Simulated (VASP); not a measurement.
## SnGe2: single point with PBE

SnGe2:

```
Sn Ge
1.0
     3.84297    0.00000    0.00000
     0.00000    3.84297    0.00000
     0.00000    0.00000    4.92586
Sn Ge
1 2
Direct
  0.50000 0.50000 0.00000
  0.00000 0.50000 0.50000
  0.50000 0.00000 0.50000
```

The cell was generated, and may not be a known phase.

```
Program             : VASP 6.6.1
Task                : single point
Functional          : PBE
Potentials or basis : VASP PAW PBE potentials, release 64 (Sn_d, Ge_d)
Cutoff              : 520 eV
k mesh              : 12 × 12 × 12
Occupations         : gaussian, width 0.1 eV
Spin                : no spin polarisation
```

* Pressure: 0.0 GPa
* Band gap on the k mesh: zero (bands 21 and 22 overlap by 4.74 eV)

Levels at points of the mesh, in eV from the Fermi level:
```tsv
k point	band 17	band 18	band 19	band 20	band 21	band 22	band 23	band 24	band 25	band 26
(0.00, 0.00, 0.00)	-5.71	-4.33	-3.43	-2.11	-2.11	3.10	3.42	4.10	4.10	6.95
(0.50, 0.00, 0.00)	-9.18	-4.41	-2.52	-0.64	-0.58	0.04	1.22	1.89	2.41	5.54
(0.50, 0.50, 0.00)	-7.88	-7.38	-4.45	-1.68	0.15	0.28	0.28	0.48	0.48	5.12
(0.00, 0.00, 0.50)	-8.68	-3.31	-1.59	-1.59	1.78	1.79	2.10	2.10	2.27	5.08
(0.50, 0.00, 0.50)	-8.83	-7.33	-3.87	0.93	1.20	1.33	2.61	2.93	3.07	4.92
(0.50, 0.50, 0.50)	-7.49	-5.84	-5.68	-4.30	-2.96	-2.96	2.36	5.70	6.01	6.01
```

Wall time 3.3 min on 1 thread of Intel(R) Xeon(R) Platinum 8559C (Emerald Rapids), with other jobs on the host, peak memory 0.45 GiB.

Caveat: spin-orbit coupling is left out, which moves the levels of the heavy elements.
